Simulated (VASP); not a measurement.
# Bi (R-3m) in VASP: notebook

The runs below take Bi through single point, with PBE, LDA, PBEsol.

Everything below comes from runs of VASP 6.6.1. Logs are shortened: lines on timing, memory, paths and dates and some standing lists are left out, and cuts for length are marked.

## 1. The cell of the first run

The structure is trigonal, space group R-3m (No. 166). Conventional cell: a = 4.535 Å, b = 4.535 Å, c = 11.814 Å, α = 90.00°, β = 90.00°, γ = 120.00°. Within 4.0 Å of Bi (site symmetry 3m) lie 6 Bi at 3.06 to 3.52 Å.

## 2. Single point, PBE

Contents of INCAR:

```
ALGO     = Normal         # electronic algorithm
EDIFF    = 1E-6           # SCF threshold, eV
ENCUT    = 520            # plane-wave cutoff, eV
GGA      = PE             # functional
ISIF     = 2              # what is computed and relaxed
ISMEAR   = 0              # smearing method
LASPH    = T              # aspherical terms in the spheres
LCHARG   = F              # write CHGCAR
LREAL    = F              # projectors in reciprocal space
LWAVE    = F              # write WAVECAR
NBANDS   = 22             # bands
NELM     = 60             # most SCF steps
PREC     = Accurate       # precision mode
SIGMA    = 0.1            # smearing width, eV
```

Contents of KPOINTS:

```
k-points
0
Gamma
  7 7 7
```

Contents of POSCAR:

```
Bi
1.0
    2.2675000000      1.3091417354      3.9380000000
   -2.2675000000      1.3091417354      3.9380000000
    0.0000000000     -2.6182834708      3.9380000000
Bi
2
Direct
    0.7660000000      0.7660000000      0.7660000000
    0.2340000000      0.2340000000      0.2340000000
```

Potentials or basis: VASP PAW PBE potentials, release 64 (Bi_d).

The run is started by

```console
> cat potpaw_PBE.64/Bi_d/POTCAR > POTCAR
> mpirun -np 1 vasp_std > vasp.out
```

OUTCAR:

```text
EDIFF = 1E-6
   ENCUT = 520
   GGA = PE
   ISIF = 2
   ISMEAR = 0
   LASPH = T
   LREAL = F
   NELM = 60
   PREC = Accurate

 ion  position               nearest neighbor table
   1  0.766  0.766  0.766-   2 3.06   2 3.06   2 3.06   2 3.52   2 3.52   2 3.52
   2  0.234  0.234  0.234-   1 3.06   1 3.06   1 3.06   1 3.52   1 3.52   1 3.52

  LATTYP: Found a trigonal (rhomboedric) cell.
 ALAT       =     4.7289800521
 COS(alpha) =     0.5401781303

  Lattice vectors:

 A1 = (   2.2675000000,   1.3091417354,   3.9380000000)
 A2 = (  -2.2675000000,   1.3091417354,   3.9380000000)
 A3 = (   0.0000000000,  -2.6182834708,   3.9380000000)

Analysis of symmetry for initial positions (statically):
=====================================================================
 Subroutine PRICEL returns:
 Original cell was already a primitive cell.

 Routine SETGRP: Setting up the symmetry group for a
 trigonal (rhombohedral) supercell.

 Subroutine GETGRP returns: Found 12 space group operations
 (whereof 12 operations were pure point group operations)
 out of a pool of 12 trial point group operations.

The static configuration has the point symmetry D_3d.

Analysis of symmetry for dynamics (positions and initial velocities):
=====================================================================
 Subroutine PRICEL returns:
 Original cell was already a primitive cell.

 Routine SETGRP: Setting up the symmetry group for a
 trigonal (rhombohedral) supercell.

 Subroutine GETGRP returns: Found 12 space group operations
 (whereof 12 operations were pure point group operations)
 out of a pool of 12 trial point group operations.

The dynamic configuration has the point symmetry D_3d.

 Subroutine INISYM returns: Found 12 space group operations
 (whereof 12 operations are pure point group operations),
 and found     1 'primitive' translations

----------------------------------------------------------------------------------------

                                     Primitive cell

  volume of cell :      70.1392

  direct lattice vectors                    reciprocal lattice vectors
     2.267500000  1.309141735  3.938000000     0.220507166  0.127309872  0.084645336
[... 78 lines left out ...]
   ISTART =      0    job   : 0-new  1-cont  2-samecut
   ICHARG =      2    charge: 1-file 2-atom 10-const
   ISPIN  =      1    spin polarized calculation?
   LNONCOLLINEAR =      F non collinear calculations
   LSORBIT =      F    spin-orbit coupling
   LASPH  =      T    aspherical Exc in radial PAW
   ENCUT  =  520.0 eV  38.22 Ry    6.18 a.u.   8.79  8.79  8.79*2*pi/ulx,y,z
   NELM   =     60;   NELMIN=  2; NELMDL= -5     # of ELM steps
   EDIFF  = 0.1E-05   stopping-criterion for ELM
   LREAL  =      F    real-space projection
   EDIFFG = 0.1E-04   stopping-criterion for IOM
   NSW    =      0    number of steps for IOM
   IBRION =     -1    ionic relax: 0-MD 1-quasi-New 2-CG
   NFREE  =      0    steps in history (QN), initial steepest desc. (CG)
   ISIF   =      2    stress and relaxation
   ISYM   =      2    0-nonsym 1-usesym 2-fastsym
   POTIM  = 0.5000    time-step for ionic-motion
   TEBEG  =    0.0;   TEEND  =   0.0 temperature during run
   PSTRESS=    0.0 pullay stress
   NELECT =      30.0000    total number of electrons
   NUPDOWN=      -1.0000    fix difference up-down
   EMIN   =  10.00;   EMAX   =-10.00  energy-range for DOS
   EFERMI =   0.00;   METHOD = LEGACY
   ISMEAR =     0;   SIGMA  =   0.10  broadening in eV -4-tet -1-fermi 0-gaus
   EFERMI_NEDOS =   21; number of points for ismear=-14 and -15
   IALGO  =     38    algorithm
   IMIX   =      4    mixing-type and parameters
     AMIX     =   0.40;   BMIX     =  1.00
     AMIX_MAG =   1.60;   BMIX_MAG =  1.00
  volume/ion in A,a.u.               =      35.07       236.66
  Fermi-wavevector in a.u.,A,eV,Ry     =   1.233469  2.330919 20.700530  1.521446
  Thomas-Fermi vector in A             =   2.368198
   LORBIT       =      0    0 simple, 1 ext, 2 COOP (PROOUT), +10 PAW based schemes
   GGA     = PE    functional components
   LHFCALC =     F    Hartree Fock is set to
   AEXX    =    0.0000 exact exchange contribution
   IVDW    =     0    specifies the selected vdW correction
   LEPSILON=     F    determine dielectric tensor
   LRPA    =     F    only Hartree local field effects (RPA)
 non-spin polarized calculation
 Gauss-broadening in eV      SIGMA  =   0.10
  energy-cutoff  :      520.00
  volume of cell :       70.14
 maximum number of plane-waves:      1911
   NGX = 17   NGY = 17   NGZ = 17

 number of electron      30.0000004 magnetization

 Free energy of the ion-electron system (eV)
  ---------------------------------------------------
  ext. energy  EPLUGINS =         0.00000000
  ---------------------------------------------------
  free energy    TOTEN  =        -7.77450691 eV

  energy without entropy =       -7.77411596  energy(sigma->0) =       -7.77431144

 E-fermi :   6.2693     XC(G=0):  -9.5464

 val. band max:        6.1334514621   @ k =   0.4286   0.2857   0.2857
 cond. band min:       6.3987252878   @ k =   0.4286  -0.0000   0.0000
 fundamental gap:      0.2652738257
 Fermi energy:         6.2693124227

 k-point     1 :       0.0000    0.0000    0.0000
  band No.  band energies     occupation
      1     -16.5641      2.00000
      2     -16.5641      2.00000
      3     -16.4114      2.00000
      4     -16.4114      2.00000
      5     -16.3956      2.00000
      6     -16.2255      2.00000
[... 589 lines left out ...]
     21      14.5549      0.00000
     22      15.3228      0.00000

 [... further k-points ...]

------------------------ aborting loop because EDIFF is reached ----------------------------------------

  FORCE on cell =-STRESS in cart. coord.  units (eV):
  Direction    XX          YY          ZZ          XY          YZ          ZX
  --------------------------------------------------------------------------------------
  -------------------------------------------------------------------------------------
  Total        0.9262366      0.9262366      0.8264267      0.0000000      0.0000000      0.0000000
  in kB       21.1578522     21.1578522     18.8779135      0.0000000      0.0000000      0.0000000
  external PRESSURE =      20.3978726 kB  Pullay stress =       0.0000000 kB

 VOLUME and BASIS-vectors are now :
 -----------------------------------------------------------------------------
  energy-cutoff  :      520.00
  volume of cell :       70.14
      direct lattice vectors                 reciprocal lattice vectors
     2.267500000  1.309141735  3.938000000     0.220507166  0.127309872  0.084645336
    -2.267500000  1.309141735  3.938000000    -0.220507166  0.127309872  0.084645336
     0.000000000 -2.618283471  3.938000000     0.000000000 -0.254619744  0.084645336

 POSITION                                       TOTAL-FORCE (eV/Angst)
 -----------------------------------------------------------------------------------
      0.00000      0.00000      9.04952         0.000000      0.000000     -0.205454
      0.00000      0.00000      2.76448         0.000000      0.000000      0.205454
 -----------------------------------------------------------------------------------
    total drift:                               -0.000000      0.000000     -0.000000

  FREE ENERGIE OF THE ION-ELECTRON SYSTEM (eV)
  ---------------------------------------------------
  free  energy   TOTEN  =        -7.7745069098 eV

  energy  without entropy=       -7.7741159646  energy(sigma->0) =       -7.77431144
```

stdout:

```text
POSCAR found type information on POSCAR Bi
 POSCAR found :  1 types and       2 ions
 scaLAPACK will be used
 LDA part: xc-table for (Slater+PW92), standard interpolation
 POSCAR, INCAR and KPOINTS ok, starting setup
 FFT: planning ... GRIDC
 FFT: planning ... GRID_SOFT
 FFT: planning ... GRID
 WAVECAR not read
 entering main loop
```

Wall time 2.2 min (1 thread of Intel Xeon 6975P-C, shared host); peak memory 0.19 GiB.

Results:

```
Free energy            : -7.7745 eV
Pressure               : 2.0 GPa
Largest force          : 0.205 eV/Å
Band gap on the k mesh : 0.27 eV, indirect (least direct gap 0.53 eV)
```

Forces on the atoms (eV/Å):
```
Bi   0.000  0.000 -0.205
Bi   0.000  0.000  0.205
```

Caveat: spin-orbit coupling is left out, which moves the levels of the heavy elements. A k mesh can miss the band edges.

## 3. Single point, LDA

Contents of INCAR:

```
ALGO = Normal
EDIFF = 1E-6
ENCUT = 520
ISIF = 2
ISMEAR = 0
LASPH = True
LCHARG = False
LREAL = False
LWAVE = False
NBANDS = 22
NELM = 100
PREC = Accurate
SIGMA = 0.02
```

KPOINTS is that of step 2.

POSCAR is that of step 2.

Potentials or basis: VASP PAW LDA potentials, release 64 (Bi_d).

The run is started by

```console
> cat potpaw_LDA.64/Bi_d/POTCAR > POTCAR
> mpirun -np 1 vasp_std > vasp.out
```

Run time: 2 min. Hardware: 1 thread of Intel Xeon 6975P-C, shared host; peak memory 0.17 GiB.

Results (log left out):

```
Free energy            : -9.1331 eV
Pressure               : -1.5 GPa
Largest force          : 0.068 eV/Å
Band gap on the k mesh : 0.27 eV, indirect (least direct gap 0.53 eV)
```

Forces on the atoms (eV/Å):
```
Bi   0.000  0.000 -0.068
Bi   0.000  0.000  0.068
```

Stress tensor (GPa, compression positive):
```
-1.43  0.00  0.00
 0.00 -1.43  0.00
 0.00  0.00 -1.65
```

Levels at points of the mesh, in eV from the valence-band top:
```
           k point  band 12  band 13  band 14  band 15  band 16  band 17  band 18  band 19
(0.00, 0.00, 0.00)    -7.21    -1.23    -0.97    -0.97     2.75     3.21     3.21     5.93
```

Caveat: spin-orbit coupling is left out, which moves the levels of the heavy elements. A k mesh can miss the band edges.

(Part 1 of 2 ends here.)
